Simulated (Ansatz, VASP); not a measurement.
**One calculation of BN, two programs**

```
CELL_PARAMETERS angstrom
0.00000 1.81216 1.81216
1.81216 0.00000 1.81216
1.81216 1.81216 0.00000
ATOMIC_POSITIONS crystal
B 0.00000 0.00000 0.00000
N 0.75000 0.75000 0.75000
```

Alike in both runs: functional PBE; k mesh 8 × 8 × 8; occupations gaussian, width 0.1 eV; no spin polarisation.

Ansatz relaxed the structure, and its values are those at the end. VASP's run is a single point on that final structure, the one shown.

|  | VASP | Ansatz |
| --- | --- | --- |
| version | VASP 6.6.1 | Ansatz 0.2.0 |
| potentials or method | VASP PAW PBE potentials, release 64 (B, N), cutoff 600 eV | scalar-relativistic, plane waves, PAW |
| valence electrons in the cell | 8 | 8 |

```csv
,VASP,Ansatz,Ansatz less VASP
gap on the k mesh at the Fermi level (eV),4.45,4.46,+0.012
least direct gap on the mesh (eV),8.78,8.79,+0.011
pressure (GPa),0.1,0.1,+0.02
```
